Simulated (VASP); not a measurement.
# ZnS (P1) in VASP: single point with PBE

Aim: the single point of ZnS with PBE.

Program: VASP 6.6.1. These are calculated values, not measurements. Logs are shortened: lines on timing, memory, paths and dates and some standing lists are left out, and cuts for length are marked.

## 1. The cell of the first run

The typed cell holds 8 atoms: a = 3.847 Å, b = 3.847 Å, c = 12.590 Å, α = 90.00°, β = 90.00°, γ = 120.00°.

## 2. Single point, PBE (atom 5 (S) moved +0.200 Å along Cartesian [1 -1 0])

File INCAR:

```
PREC = Accurate
ENCUT = 520
EDIFF = 1E-6
ISMEAR = 0
SIGMA = 0.05
LREAL = False
LASPH = True
NELM = 100
ALGO = Normal
ISIF = 2
LWAVE = False
LCHARG = False
GGA = PE
NBANDS = 46
```

File KPOINTS:

```
regular mesh
0
Gamma
  12 12 2
```

File POSCAR:

```
ZnS
1.0
    3.8467234448      0.0000000000      0.0000000000
   -1.9233617224      3.3313602246      0.0000000000
    0.0000000000      0.0000000000     12.5902250307
Zn S
4 4
Direct
    0.0000000000      0.0000000000      0.0000503469
    0.0000000000      0.0000000000      0.5000503469
    0.3333333333      0.6666666667      0.2500245139
    0.6666666667      0.3333333333      0.7500245139
    0.0155383404     -0.0424515353      0.1872896977
    0.0000000000      0.0000000000      0.6872896977
    0.3333333333      0.6666666667      0.4376354415
    0.6666666667      0.3333333333      0.9376354415
```

Potentials or basis: VASP PAW PBE potentials, release 64 (Zn, S).

Run with:

```bash
$ cat potpaw_PBE.64/Zn/POTCAR potpaw_PBE.64/S/POTCAR > POTCAR
$ mpirun -np 1 vasp_std > vasp.out
```

OUTCAR:

```text
PREC = Accurate
   ENCUT = 520
   EDIFF = 1E-6
   ISMEAR = 0
   LREAL = False
   LASPH = True
   NELM = 100
   ISIF = 2
   GGA = PE

 ion  position               nearest neighbor table
   1  0.000  0.000  0.000-   8 2.36   8 2.36   8 2.36   5 2.37
   2  0.000  0.000  0.500-   7 2.36   7 2.36   7 2.36   6 2.36
   3  0.333  0.667  0.250-   5 2.18   7 2.36   5 2.41   5 2.49
   4  0.667  0.333  0.750-   6 2.36   6 2.36   6 2.36   8 2.36
   5  0.016  0.958  0.187-   3 2.18   1 2.37   3 2.41   3 2.49
   6  0.000  0.000  0.687-   4 2.36   4 2.36   4 2.36   2 2.36
   7  0.333  0.667  0.438-   2 2.36   2 2.36   2 2.36   3 2.36
   8  0.667  0.333  0.938-   1 2.36   1 2.36   1 2.36   4 2.36

  LATTYP: Found a hexagonal cell.
 ALAT       =     3.8467234448
 C/A-ratio  =     3.2729737948

  Lattice vectors:

 A1 = (   3.8467234448,   0.0000000000,   0.0000000000)
 A2 = (  -1.9233617224,   3.3313602246,   0.0000000000)
 A3 = (   0.0000000000,   0.0000000000,  12.5902250307)

Analysis of symmetry for initial positions (statically):
=====================================================================
 Subroutine PRICEL returns:
 Original cell was already a primitive cell.

 Routine SETGRP: Setting up the symmetry group for a
 hexagonal supercell.

 Subroutine GETGRP returns: Found  1 space group operations
 (whereof  1 operations were pure point group operations)
 out of a pool of 24 trial point group operations.

The static configuration has the point symmetry C_1 .

Analysis of symmetry for dynamics (positions and initial velocities):
=====================================================================
 Subroutine PRICEL returns:
 Original cell was already a primitive cell.

 Routine SETGRP: Setting up the symmetry group for a
 hexagonal supercell.

 Subroutine GETGRP returns: Found  1 space group operations
 (whereof  1 operations were pure point group operations)
 out of a pool of 24 trial point group operations.

The dynamic configuration has the point symmetry C_1 .

 Subroutine INISYM returns: Found  1 space group operations
 (whereof  1 operations are pure point group operations),
 and found     1 'primitive' translations

----------------------------------------------------------------------------------------

                                     Primitive cell

  volume of cell :     161.3415

  direct lattice vectors                    reciprocal lattice vectors
     3.846723445  0.000000000  0.000000000     0.259961501  0.150088842  0.000000000
    -1.923361722  3.331360225  0.000000000     0.000000000  0.300177685  0.000000000
     0.000000000  0.000000000 12.590225031     0.000000000  0.000000000  0.079426698

  length of vectors
     3.846723445  3.846723445 12.590225031     0.300177685  0.300177685  0.079426698

  position of ions in fractional coordinates (direct lattice)
     0.000000000  0.000000000  0.000050347
     0.000000000  0.000000000  0.500050347
     0.333333333  0.666666667  0.250024514
     0.666666667  0.333333333  0.750024514
     0.015538340  0.957548465  0.187289698
     0.000000000  0.000000000  0.687289698
     0.333333333  0.666666667  0.437635441
     0.666666667  0.333333333  0.937635441

  ion indices of the primitive-cell ions
   primitive index   ion index
                 1           1
                 2           2
                 3           3
                 4           4
                 5           5
                 6           6
                 7           7
                 8           8

----------------------------------------------------------------------------------------

 KPOINTS: regular mesh

Automatic generation of k-mesh.
 Grid dimensions read from file:
 generate k-points for:   12   12    2

 Generating k-lattice:

  Cartesian coordinates                     Fractional coordinates (reciprocal lattice)
     0.021663458  0.012507404  0.000000000     0.083333333  0.000000000  0.000000000
     0.000000000  0.025014807  0.000000000     0.000000000  0.083333333  0.000000000
     0.000000000  0.000000000  0.039713349     0.000000000  0.000000000  0.500000000

  Length of vectors
     0.025014807  0.025014807  0.039713349

  Shift w.r.t. Gamma in fractional coordinates (k-lattice)
     0.000000000  0.000000000  0.000000000

 Subroutine IBZKPT returns following result:
 ===========================================

 Found    148 irreducible k-points:

 Following reciprocal coordinates:
            Coordinates               Weight
  0.000000  0.000000  0.000000      1.000000
  0.083333  0.000000  0.000000      2.000000
  0.000000  0.083333  0.000000      2.000000
 -0.083333  0.083333  0.000000      2.000000
  0.166667  0.000000  0.000000      2.000000
  0.000000  0.166667  0.000000      2.000000
[... 16 lines left out ...]
  0.166667  0.083333  0.000000      2.000000
 -0.083333  0.250000  0.000000      2.000000
 [... further k-points ...]
   k-points           NKPTS =    148   k-points in BZ     NKDIM =    148   number of bands    NBANDS=     46
   number of dos      NEDOS =    301   number of ions     NIONS =      8
   total plane-waves  NPLWV =  86400
   dimension x,y,z NGX =    30 NGY =   30 NGZ =   96
   dimension x,y,z NGXF=    60 NGYF=   60 NGZF=  192
   ions per type =               4   4
   NGX,Y,Z   is equivalent  to a cutoff of  12.97, 12.97, 12.68 a.u.
   NGXF,Y,Z  is equivalent  to a cutoff of  25.93, 25.93, 25.35 a.u.
 SYSTEM =  unknown system
   PREC   = accura    normal or accurate (medium, high low for compatibility)
   ISTART =      0    job   : 0-new  1-cont  2-samecut
   ICHARG =      2    charge: 1-file 2-atom 10-const
   ISPIN  =      1    spin polarized calculation?
   LNONCOLLINEAR =      F non collinear calculations
   LSORBIT =      F    spin-orbit coupling
   LASPH  =      T    aspherical Exc in radial PAW
   ENCUT  =  520.0 eV  38.22 Ry    6.18 a.u.   7.15  7.15 23.41*2*pi/ulx,y,z
   NELM   =    100;   NELMIN=  2; NELMDL= -5     # of ELM steps
   EDIFF  = 0.1E-05   stopping-criterion for ELM
   LREAL  =      F    real-space projection
   EDIFFG = 0.1E-04   stopping-criterion for IOM
   NSW    =      0    number of steps for IOM
   IBRION =     -1    ionic relax: 0-MD 1-quasi-New 2-CG
   NFREE  =      0    steps in history (QN), initial steepest desc. (CG)
   ISIF   =      2    stress and relaxation
   ISYM   =      2    0-nonsym 1-usesym 2-fastsym
   POTIM  = 0.5000    time-step for ionic-motion
   TEBEG  =    0.0;   TEEND  =   0.0 temperature during run
   PSTRESS=    0.0 pullay stress
   NELECT =      72.0000    total number of electrons
   NUPDOWN=      -1.0000    fix difference up-down
   EMIN   =  10.00;   EMAX   =-10.00  energy-range for DOS
   EFERMI =   0.00;   METHOD = LEGACY
   ISMEAR =     0;   SIGMA  =   0.05  broadening in eV -4-tet -1-fermi 0-gaus
   EFERMI_NEDOS =   21; number of points for ismear=-14 and -15
   IALGO  =     38    algorithm
   IMIX   =      4    mixing-type and parameters
     AMIX     =   0.40;   BMIX     =  1.00
     AMIX_MAG =   1.60;   BMIX_MAG =  1.00
  volume/ion in A,a.u.               =      20.17       136.10
  Fermi-wavevector in a.u.,A,eV,Ry     =   1.251037  2.364118 21.294406  1.565095
  Thomas-Fermi vector in A             =   2.385004
   LORBIT       =      0    0 simple, 1 ext, 2 COOP (PROOUT), +10 PAW based schemes
   GGA     = PE    functional components
   LHFCALC =     F    Hartree Fock is set to
   AEXX    =    0.0000 exact exchange contribution
   IVDW    =     0    specifies the selected vdW correction
   LEPSILON=     F    determine dielectric tensor
   LRPA    =     F    only Hartree local field effects (RPA)
 non-spin polarized calculation
 Gauss-broadening in eV      SIGMA  =   0.05
  energy-cutoff  :      520.00
  volume of cell :      161.34
 maximum number of plane-waves:      4389
 NGX is ok and might be reduce to    30
   NGX = 15   NGY = 15   NGZ = 47

 number of electron      72.0000044 magnetization

 Free energy of the ion-electron system (eV)
  ---------------------------------------------------
  ext. energy  EPLUGINS =         0.00000000
  ---------------------------------------------------
  free energy    TOTEN  =       -27.25520561 eV

  energy without entropy =      -27.25520561  energy(sigma->0) =      -27.25520561

 E-fermi :   2.1754     XC(G=0):  -9.5232

 val. band max:        1.9584581165   @ k =   0.0000   0.0000   0.0000
 cond. band min:       3.9609554508   @ k =   0.0000   0.0000   0.0000
 fundamental gap:      2.0024973342
 Fermi energy:         2.1753638371

 k-point     1 :       0.0000    0.0000    0.0000
  band No.  band energies     occupation
      1     -11.1005      2.00000
      2     -10.7051      2.00000
      3     -10.6829      2.00000
      4     -10.2119      2.00000
      5      -4.4950      2.00000
      6      -4.3630      2.00000
[... 38 lines left out ...]
     45       8.6251      0.00000
     46       8.7143      0.00000

 k-point     2 :       0.0833    0.0000    0.0000
  band No.  band energies     occupation
      1     -11.0555      2.00000
      2     -10.6680      2.00000
      3     -10.6454      2.00000
      4     -10.1866      2.00000
      5      -4.4906      2.00000
      6      -4.3587      2.00000
[... 38 lines left out ...]
     45       8.4963      0.00000
     46       8.7471      0.00000

 k-point     3 :       0.0000    0.0833    0.0000
  band No.  band energies     occupation
      1     -11.0558      2.00000
      2     -10.6686      2.00000
      3     -10.6453      2.00000
      4     -10.1868      2.00000
      5      -4.4899      2.00000
      6      -4.3595      2.00000
[... 1018 lines left out ...]
     45       8.5927      0.00000
     46       8.9459      0.00000

 k-point    24 :      -0.0833    0.2500    0.0000
  band No.  band energies     occupation
      1     -10.8075      2.00000
      2     -10.4710      2.00000
      3     -10.4444      2.00000
      4     -10.0609      2.00000
      5      -4.4643      2.00000
      6      -4.3568      2.00000
[... 38 lines left out ...]
     45       8.6975      0.00000
     46       8.9312      0.00000

 [... further k-points ...]

------------------------ aborting loop because EDIFF is reached ----------------------------------------

  FORCE on cell =-STRESS in cart. coord.  units (eV):
  Direction    XX          YY          ZZ          XY          YZ          ZX
  --------------------------------------------------------------------------------------
  -------------------------------------------------------------------------------------
  Total        1.3249270      0.0132053      0.3233305     -0.8385617     -0.4484609      0.7600611
  in kB       13.1569884      0.1311333      3.2107847     -8.3272111     -4.4533738      7.5476721
  external PRESSURE =       5.4996355 kB  Pullay stress =       0.0000000 kB

 VOLUME and BASIS-vectors are now :
 -----------------------------------------------------------------------------
  energy-cutoff  :      520.00
  volume of cell :      161.34
      direct lattice vectors                 reciprocal lattice vectors
     3.846723445  0.000000000  0.000000000     0.259961501  0.150088842  0.000000000
    -1.923361722  3.331360225  0.000000000     0.000000000  0.300177685  0.000000000
     0.000000000  0.000000000 12.590225031     0.000000000  0.000000000  0.079426698

 POSITION                                       TOTAL-FORCE (eV/Angst)
 -----------------------------------------------------------------------------------
      0.00000      0.00000      0.00063         0.041782     -0.033942      0.031036
      0.00000      0.00000      6.29575         0.000443     -0.001576      0.002541
     -0.00000      2.22091      3.14786         1.147460     -0.783950      0.255465
      1.92336      1.11045      9.44298         0.006697     -0.007485      0.002338
     -1.78194      3.18994      2.35802        -1.296712      0.921058     -0.286822
      0.00000      0.00000      8.65313         0.002709     -0.002505     -0.004270
     -0.00000      2.22091      5.50993         0.047398     -0.038378      0.003309
      1.92336      1.11045     11.80504         0.050224     -0.053223     -0.003598
 -----------------------------------------------------------------------------------
    total drift:                                0.000091     -0.000096      0.000376

  FREE ENERGIE OF THE ION-ELECTRON SYSTEM (eV)
  ---------------------------------------------------
  free  energy   TOTEN  =       -27.2552056082 eV

  energy  without entropy=      -27.2552056082  energy(sigma->0) =      -27.25520561
```

It took 11 min on 1 thread of AMD EPYC 9R45 (Zen 5), shared host; peak memory 0.81 GiB.

What came out:

```yaml
Free_energy: -27.2552 eV
Pressure: 0.5 GPa
Largest_force: 1.616 eV/Å
Band_gap_on_the_k_mesh: 2.00 eV
```

Forces in eV/Å, atoms in the order of the input:
```
Zn   0.042 -0.034  0.031
Zn   0.000 -0.002  0.003
Zn   1.147 -0.784  0.255
Zn   0.007 -0.007  0.002
S   -1.297  0.921 -0.287
S    0.003 -0.003 -0.004
S    0.047 -0.038  0.003
S    0.050 -0.053 -0.004
```

Caveat: the cell differs from its parent crystal (atom 5 (S) moved +0.200 Å along Cartesian [1 -1 0]); forces of over 1 eV/Å act on the atoms, so gaps and moduli don't describe the material at rest.
